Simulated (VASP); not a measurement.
Write the native input for VASP 6.6.1 that does the following.

```
Task                   : single point
Functional             : PBE
Potentials or basis    : VASP PAW PBE potentials, release 64 (H)
Cutoff                 : 520 eV
k mesh                 : 6 × 6 × 6
Occupations            : gaussian, width 0.05 eV
Spin                   : collinear spin
Starting moments       : [1.05, 1.05] μB
Dipole correction      : no
Further INCAR settings : ALGO = Normal; EDIFF = 1e-06; NBANDS = 12
```

The structure of H lies in POSCAR:

```
H
1.0
    5.8315000000      0.0000000000      0.0000000000
   -2.9157500000      5.0502271422      0.0000000000
    0.0000000000      0.0000000000      4.0666000000
H
2
Direct
    0.3333333333      0.6666666667      0.2500000000
    0.6666666667      0.3333333333      0.7500000000
```

One way to write it, as run:

INCAR

```
ALGO     = Normal         # electronic algorithm
EDIFF    = 1E-6           # SCF threshold, eV
ENCUT    = 520            # plane-wave cutoff, eV
GGA      = PE             # functional
ISIF     = 2              # what is computed and relaxed
ISMEAR   = 0              # smearing method
ISPIN    = 2              # spin polarisation
LASPH    = T              # aspherical terms in the spheres
LCHARG   = F              # write CHGCAR
LORBIT   = 11             # projections on sites
LREAL    = F              # projectors in reciprocal space
LWAVE    = F              # write WAVECAR
MAGMOM   = 1.05 1.05      # initial moments
NBANDS   = 12             # bands
NELM     = 150            # most SCF steps
PREC     = Accurate       # precision mode
SIGMA    = 0.05           # smearing width, eV
```

KPOINTS

```
k-points
0
Gamma
  6 6 6
```

Potentials or basis: VASP PAW PBE potentials, release 64 (H).

The run is started by

```bash
$ cat potpaw_PBE.64/H/POTCAR > POTCAR
$ mpirun -np 1 vasp_std > vasp.out
```

Results of the run:

```yaml
Pressure: 0.0 GPa
Band_gap_on_the_k_mesh: 6.76 eV (least direct gap 7.16 eV)
Net_moment: 2.00 μB per cell
Site_moments: H +0.38 μB
Valence_electrons_inside_the_program's_atomic_spheres: H 0.38
```

Caveat: the atoms stand far beyond bonding distance.

Run time: 37 s on 1 thread of Intel(R) Xeon(R) 6975P-C (Granite Rapids), on a shared host, peak memory 0.3 GiB.
